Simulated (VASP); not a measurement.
Here is a VASP 6.6.1 calculation.

The input POSCAR:

```
N
1.0
    0.0000000000      2.0795850564      2.0795850564
    2.0795850564      0.0000000000      2.0795850564
    2.0795850564      2.0795850564      0.0000000000
N
2
Direct
    0.0000000000      0.0000000000      0.0000000000
    0.2500000000      0.2500000000      0.2500000000
```

INCAR.step1

```
SYSTEM = N
PREC = Accurate
ENCUT = 520
ISMEAR = -1
SIGMA = 0.1
LREAL = .False.
LASPH = .True.
NELM = 80
NBANDS = 12
GGA = PE
ALGO = Normal
EDIFF = 1E-4
LWAVE = .True.
LCHARG = .False.
```

File INCAR.step2:

```
SYSTEM = N
PREC = Accurate
ENCUT = 520
EDIFF = 1E-6
ISMEAR = -1
SIGMA = 0.1
LREAL = .False.
LASPH = .True.
NELM = 80
ALGO = Normal
ISIF = 2
LWAVE = .False.
LCHARG = .False.
METAGGA = R2SCAN
LMIXTAU = .True.
NBANDS = 12
ISTART = 1
```

The input KPOINTS:

```
regular mesh
0
Gamma
  14 14 14
  0 0 0
```

Potentials or basis: VASP PAW PBE potentials, release 64 (N).

Run with:

```bash
$ cat potpaw_PBE.64/N/POTCAR > POTCAR
$ cp INCAR.step1 INCAR
$ mpirun -np 1 vasp_std > vasp.out
$ cp INCAR.step2 INCAR
$ mpirun -np 1 vasp_std > vasp.out
```

Estimate the pressure.

-0.2 GPa.

What does it give for the band gap on the k mesh?

Zero (bands 5 and 6 overlap by 1.78 eV).

Caveat: the PAW data sets were made with another functional, which shifts forces and pressure a little.
